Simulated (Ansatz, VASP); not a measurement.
## Ti4AlC3: VASP beside Ansatz

```
CELL_PARAMETERS angstrom
3.08088 0.00000 0.00000
-1.54044 2.66812 0.00000
0.00000 0.00000 23.59500
ATOMIC_POSITIONS crystal
Ti 0.33333 0.66667 0.05091
Ti 0.66667 0.33333 0.94909
Ti 0.66667 0.33333 0.55091
Ti 0.33333 0.66667 0.44909
Ti 0.00000 0.00000 0.15294
Ti 0.00000 0.00000 0.84706
Ti 0.00000 0.00000 0.65294
Ti 0.00000 0.00000 0.34706
Al 0.33333 0.66667 0.25000
Al 0.66667 0.33333 0.75000
C 0.00000 0.00000 0.00000
C 0.00000 0.00000 0.50000
C 0.66667 0.33333 0.10796
C 0.33333 0.66667 0.89204
C 0.33333 0.66667 0.60796
C 0.66667 0.33333 0.39204
```

Alike in both runs: functional PBE; k mesh 9 × 9 × 1; occupations gaussian, width 0.1 eV; no spin polarisation.

Ansatz relaxed the structure, and its values are those at the end. VASP's run is a single point on that final structure, the one shown.

|  | VASP | Ansatz |
| --- | --- | --- |
| version | VASP 6.6.1 | Ansatz 0.2.0 |
| potentials or method | VASP PAW PBE potentials, release 64 (Ti_sv, Al, C), cutoff 520 eV | scalar-relativistic, plane waves, PAW |
| valence electrons in the cell | 126 | 126 |

```csv
,VASP,Ansatz,Ansatz less VASP
gap on the k mesh at the Fermi level (eV),none,none,-
pressure (GPa),0.0,0.0,-0.03
```

A gap of «none» marks a metal or a gap that the smearing closes. With one functional, cell and mesh, what is left measures potentials, basis and numerics.
